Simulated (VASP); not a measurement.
Input of a VASP 6.6.1 run:

Contents of INCAR:

```
PREC = Accurate
ENCUT = 600
EDIFF = 1E-6
ISMEAR = -1
SIGMA = 0.15
LREAL = F
LASPH = T
NELM = 120
ALGO = Normal
ISIF = 2
LWAVE = F
LCHARG = F
NBANDS = 7
GGA_COMPAT = F
```

File KPOINTS:

```
Automatic mesh
0
Gamma
  11 11 11
```

POSCAR

```
Mg
1.0
   -1.4765000000      1.4765000000      1.4765000000
    1.4765000000     -1.4765000000      1.4765000000
    1.4765000000      1.4765000000     -1.4765000000
Mg
1
Direct
    0.0000000000      0.0000000000      0.0000000000
```

Potentials or basis: VASP PAW LDA potentials, release 64 (Mg).

Launch:

```sh
$ cat potpaw_LDA.64/Mg/POTCAR > POTCAR
$ mpirun -np 1 vasp_std > vasp.out
```

Q: Estimate the band gap on the k mesh.

A: Zero (band 1 reaches 8.98 eV, above the bottom of band 2 at 5.62 eV).

Q: Estimate the pressure.

A: 56.0 GPa.
